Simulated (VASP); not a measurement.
# NiO (Fm-3m) in VASP: single point with r2SCAN+U

Aim: the single point of NiO with r2SCAN+U.

Everything below comes from runs of VASP 6.6.1. Logs are shortened: lines on timing, memory, paths and dates and some standing lists are left out, and cuts for length are marked.

### 1 The cell of the first run

The structure is cubic, space group Fm-3m (No. 225). The conventional cell has a = 4.224 Å, b = 4.224 Å, c = 4.224 Å, α = 90.00°, β = 90.00°, γ = 90.00°. Within 2.8 Å of Ni (site symmetry m-3m) lie 6 O at 2.11 Å. Within 2.8 Å of O (site symmetry m-3m) lie 6 Ni at 2.11 Å.

### 2 Single point, r2SCAN+U, collinear spin, ferromagnetic start

POSCAR

```
NiO
1.0
    0.0000000000      2.1120146505      2.1120146505
    2.1120146505      0.0000000000      2.1120146505
    2.1120146505      2.1120146505      0.0000000000
Ni O
1 1
Direct
    0.0000000000      0.0000000000      0.0000000000
    0.5000000000      0.5000000000      0.5000000000
```

INCAR.step1

```
PREC     = Accurate       # precision mode
ENCUT    = 520            # plane-wave cutoff, eV
ISMEAR   = 0              # smearing method
SIGMA    = 0.02           # smearing width, eV
LREAL    = F              # projectors in reciprocal space
LASPH    = T              # aspherical terms in the spheres
NELM     = 150            # most SCF steps
ISPIN    = 2              # spin polarisation
MAGMOM   = 1.95 0.18      # initial moments
LMAXMIX  = 4              # l up to which the mixer works
LDAU     = T              # DFT+U
LDAUTYPE = 2            
LDAUL    = 2 -1           # shell
LDAUU    = 6.2 0          # U, eV
LDAUJ    = 0 0          
NBANDS   = 19             # bands
GGA      = PE             # functional
ALGO     = Normal         # electronic algorithm
EDIFF    = 1E-4           # SCF threshold, eV
LWAVE    = T              # write WAVECAR
LCHARG   = F              # write CHGCAR
```

INCAR.step2

```
PREC     = Accurate       # precision mode
ENCUT    = 520            # plane-wave cutoff, eV
EDIFF    = 1E-6           # SCF threshold, eV
ISMEAR   = 0              # smearing method
SIGMA    = 0.02           # smearing width, eV
LREAL    = F              # projectors in reciprocal space
LASPH    = T              # aspherical terms in the spheres
NELM     = 150            # most SCF steps
ALGO     = Normal         # electronic algorithm
ISIF     = 2              # what is computed and relaxed
LWAVE    = F              # write WAVECAR
LCHARG   = T              # write CHGCAR
ISPIN    = 2              # spin polarisation
MAGMOM   = 1.95 0.18      # initial moments
LORBIT   = 11             # projections on sites
LMAXMIX  = 4              # l up to which the mixer works
LDAU     = T              # DFT+U
LDAUTYPE = 2            
LDAUL    = 2 -1           # shell
LDAUU    = 6.2 0          # U, eV
LDAUJ    = 0 0          
LDAUPRINT= 1            
METAGGA  = R2SCAN         # meta-GGA
LMIXTAU  = T            
LELF     = T              # ELF
LVHAR    = T            
NBANDS   = 19             # bands
ISTART   = 1
```

KPOINTS

```
regular mesh
0
Gamma
  10 10 10
```

Potentials or basis: VASP PAW PBE potentials, release 64 (Ni, O).

Started as:

```bash
cat potpaw_PBE.64/Ni/POTCAR potpaw_PBE.64/O/POTCAR > POTCAR
cp INCAR.step1 INCAR
mpirun -np 1 vasp_std > vasp.out
cp INCAR.step2 INCAR
mpirun -np 1 vasp_std > vasp.out
```

OUTCAR:

```text
PREC = Accurate
   ENCUT = 520
   EDIFF = 1E-6
   ISMEAR = 0
   LREAL = F
   LASPH = T
   NELM = 150
   ISIF = 2
   ISPIN = 2
   LORBIT = 11
   METAGGA = R2SCAN
   ISTART = 1

 ion  position               nearest neighbor table
   1  0.000  0.000  0.000-   2 2.11   2 2.11   2 2.11   2 2.11   2 2.11   2 2.11
   2  0.500  0.500  0.500-   1 2.11   1 2.11   1 2.11   1 2.11   1 2.11   1 2.11

  LATTYP: Found a face centered cubic cell.
 ALAT       =     4.2240293010

  Lattice vectors:

 A1 = (   0.0000000000,   2.1120146505,   2.1120146505)
 A2 = (   2.1120146505,   0.0000000000,   2.1120146505)
 A3 = (   2.1120146505,   2.1120146505,   0.0000000000)

Analysis of symmetry for initial positions (statically):
=====================================================================
 Subroutine PRICEL returns:
 Original cell was already a primitive cell.

 Routine SETGRP: Setting up the symmetry group for a
 face centered cubic supercell.

 Subroutine GETGRP returns: Found 48 space group operations
 (whereof 48 operations were pure point group operations)
 out of a pool of 48 trial point group operations.

The static configuration has the point symmetry O_h .

Analysis of symmetry for dynamics (positions and initial velocities):
=====================================================================
 Subroutine PRICEL returns:
 Original cell was already a primitive cell.

 Routine SETGRP: Setting up the symmetry group for a
 face centered cubic supercell.

 Subroutine GETGRP returns: Found 48 space group operations
 (whereof 48 operations were pure point group operations)
 out of a pool of 48 trial point group operations.

The dynamic configuration has the point symmetry O_h .

Analysis of structural, dynamic, and magnetic symmetry:
=====================================================================
 Subroutine PRICEL returns:
[... 175 lines left out ...]
  o =  0.1067  v =  0.0000  0.0000  0.0000  0.0000  0.0000  0.0000  0.0000 -0.9979 -0.0000  0.0648      0.0000  0.0000  0.0000  0.0000  0.0000  0.0000  0.0000  0.0000  0.0000  0.0000
  o =  0.9837  v =  0.0000  0.0000  0.0000  0.0000  0.0000  0.0000 -0.9212 -0.0000 -0.3892  0.0000      0.0000  0.0000  0.0000  0.0000  0.0000  0.0000  0.0000  0.0000  0.0000  0.0000
  o =  0.9837  v =  0.0000  0.0000  0.0000  0.0000  0.0000  1.0000  0.0000  0.0000  0.0000  0.0000      0.0000  0.0000  0.0000  0.0000  0.0000  0.0000  0.0000  0.0000  0.0000  0.0000
  o =  0.9837  v =  0.0000  0.0000  0.0000  0.0000  0.0000  0.0000  0.3892  0.0000 -0.9212 -0.0000      0.0000  0.0000  0.0000  0.0000  0.0000  0.0000  0.0000  0.0000  0.0000  0.0000
  o =  0.9846  v =  0.0000  0.9252 -0.0000  0.3795 -0.0000  0.0000  0.0000  0.0000  0.0000  0.0000      0.0000  0.0000  0.0000  0.0000  0.0000  0.0000  0.0000  0.0000  0.0000  0.0000
  o =  0.9846  v =  0.0000  0.3795  0.0000 -0.9252  0.0000  0.0000  0.0000  0.0000  0.0000  0.0000      0.0000  0.0000  0.0000  0.0000  0.0000  0.0000  0.0000  0.0000  0.0000  0.0000
  o =  0.9846  v =  1.0000  0.0000  0.0000  0.0000  0.0000  0.0000  0.0000  0.0000  0.0000  0.0000      0.0000  0.0000  0.0000  0.0000  0.0000  0.0000  0.0000  0.0000  0.0000  0.0000
  o =  1.0349  v =  0.0000 -0.0000 -0.9999 -0.0000 -0.0121  0.0000  0.0000  0.0000  0.0000  0.0000      0.0000  0.0000  0.0000  0.0000  0.0000  0.0000  0.0000  0.0000  0.0000  0.0000
  o =  1.0349  v =  0.0000  0.0000 -0.0121  0.0000  0.9999  0.0000  0.0000  0.0000  0.0000  0.0000      0.0000  0.0000  0.0000  0.0000  0.0000  0.0000  0.0000  0.0000  0.0000  0.0000

 number of electron      16.0000016 magnetization       2.0000001

 Free energy of the ion-electron system (eV)
  ---------------------------------------------------
  ext. energy  EPLUGINS =         0.00000000
  ---------------------------------------------------
  free energy    TOTEN  =       -19.04711806 eV

  energy without entropy =      -19.04711806  energy(sigma->0) =      -19.04711806

 E-fermi :   6.1491     XC(G=0): -13.1770

 val. band max:        5.9417497122   @ k =   0.5000   0.0000   0.0000
 cond. band min:       9.1325704833   @ k =   0.0000   0.0000   0.0000
 fundamental gap:      3.1908207711
 Fermi energy:         6.1490814071

 spin component 1

 k-point     1 :       0.0000    0.0000    0.0000
  band No.  band energies     occupation
      1     -13.4318      1.00000
      2      -0.6219      1.00000
      3      -0.6217      1.00000
      4       0.7524      1.00000
      5       0.7526      1.00000
      6       0.7526      1.00000
[... 1049 lines left out ...]
     18      40.3834      0.00000
     19      40.4636      0.00000

 [... further k-points ...]

------------------------ aborting loop because EDIFF is reached ----------------------------------------

  FORCE on cell =-STRESS in cart. coord.  units (eV):
  Direction    XX          YY          ZZ          XY          YZ          ZX
  --------------------------------------------------------------------------------------
  -------------------------------------------------------------------------------------
  Total       -1.0161100     -1.0161100     -1.0161100     -0.0000000     -0.0000000      0.0000000
  in kB      -86.4033365    -86.4033365    -86.4033365     -0.0000000     -0.0000000      0.0000000
  external PRESSURE =     -86.4033365 kB  Pullay stress =       0.0000000 kB

 VOLUME and BASIS-vectors are now :
 -----------------------------------------------------------------------------
  energy-cutoff  :      520.00
  volume of cell :       18.84
      direct lattice vectors                 reciprocal lattice vectors
     0.000000000  2.112014650  2.112014650    -0.236740782  0.236740782  0.236740782
     2.112014650  0.000000000  2.112014650     0.236740782 -0.236740782  0.236740782
     2.112014650  2.112014650  0.000000000     0.236740782  0.236740782 -0.236740782

 POSITION                                       TOTAL-FORCE (eV/Angst)
 -----------------------------------------------------------------------------------
      0.00000      0.00000      0.00000        -0.000000      0.000000     -0.000000
      2.11201      2.11201      2.11201         0.000000     -0.000000      0.000000
 -----------------------------------------------------------------------------------
    total drift:                                0.000000     -0.000000     -0.000000

  FREE ENERGIE OF THE ION-ELECTRON SYSTEM (eV)
  ---------------------------------------------------
  free  energy   TOTEN  =       -19.0471180550 eV

  energy  without entropy=      -19.0471180550  energy(sigma->0) =      -19.04711806

 total charge

# of ion       s       p       d       tot
------------------------------------------
    1        0.332   0.405   8.163   8.900
    2        1.551   3.508   0.000   5.059
--------------------------------------------------
tot          1.883   3.913   8.163  13.959

 magnetization (x)

# of ion       s       p       d       tot
------------------------------------------
    1        0.014   0.013   1.856   1.883
    2        0.015   0.110   0.000   0.124
--------------------------------------------------
tot          0.029   0.123   1.856   2.008
```

OSZICAR.step1:

```text
N       E                     dE             d eps       ncg     rms          rms(c)
DAV:   1     0.893276587377E+02    0.89328E+02   -0.72429E+03  3775   0.106E+03
DAV:   2    -0.383389639501E+01   -0.93162E+02   -0.81662E+02  3708   0.237E+02
DAV:   3    -0.961447401520E+01   -0.57806E+01   -0.56186E+01  4121   0.598E+01
DAV:   4    -0.966749125634E+01   -0.53017E-01   -0.52985E-01  3836   0.564E+00
DAV:   5    -0.966811198502E+01   -0.62073E-03   -0.62071E-03  4003   0.599E-01    0.149E+01
DAV:   6    -0.978178947823E+01   -0.11368E+00   -0.14057E+01  3886   0.675E+01    0.186E+01
DAV:   7    -0.980308480550E+01   -0.21295E-01   -0.12275E+00  3912   0.248E+01    0.897E+00
DAV:   8    -0.100397389975E+02   -0.23665E+00   -0.18035E-01  4221   0.459E+00    0.554E+00
DAV:   9    -0.101550330162E+02   -0.11529E+00   -0.63832E-02  4172   0.730E+00    0.519E-01
DAV:  10    -0.101618382198E+02   -0.68052E-02   -0.29131E-02  4460   0.205E+00    0.491E-01
DAV:  11    -0.101618954212E+02   -0.57201E-04   -0.29298E-03  4271   0.985E-01    0.145E-01
DAV:  12    -0.101623170794E+02   -0.42166E-03   -0.28484E-04  3727   0.488E-01    0.533E-02
DAV:  13    -0.101623978254E+02   -0.80746E-04   -0.99394E-05  3223   0.185E-01
   1 F= -.10162398E+02 E0= -.10162398E+02  d E =-.129422E-11  mag=     2.0000
```

Wall time 2.9 min (1 thread of AMD EPYC 7R43 (Zen 3), shared host); peak memory 0.14 GiB.

Results:

```yaml
Free_energy: -19.0471 eV
Pressure: -8.6 GPa
Band_gap_on_the_k_mesh: 3.19 eV, indirect (least direct gap 4.04 eV)
Net_moment: 2.00 μB per cell
Site_moments: Ni +1.88; O +0.12 μB
Valence_electrons_inside_the_program's_atomic_spheres: Ni 8.90; O 5.06
```

Eigenvalues of the final occupation matrices:
| site | spin | trace | eigenvalues |
| --- | --- | --- | --- |
| site 1 d | 1 | 5.02 | 0.98 0.98 0.98 1.03 1.03 |
| site 1 d | 2 | 3.16 | 0.11 0.11 0.98 0.98 0.98 |

Caveat: the PAW data sets were made with another functional, which shifts forces and pressure a little; a cell with one magnetic atom can't hold antiferromagnetic order, which such compounds often take. The state reached can hang on the start; a lower one may exist.
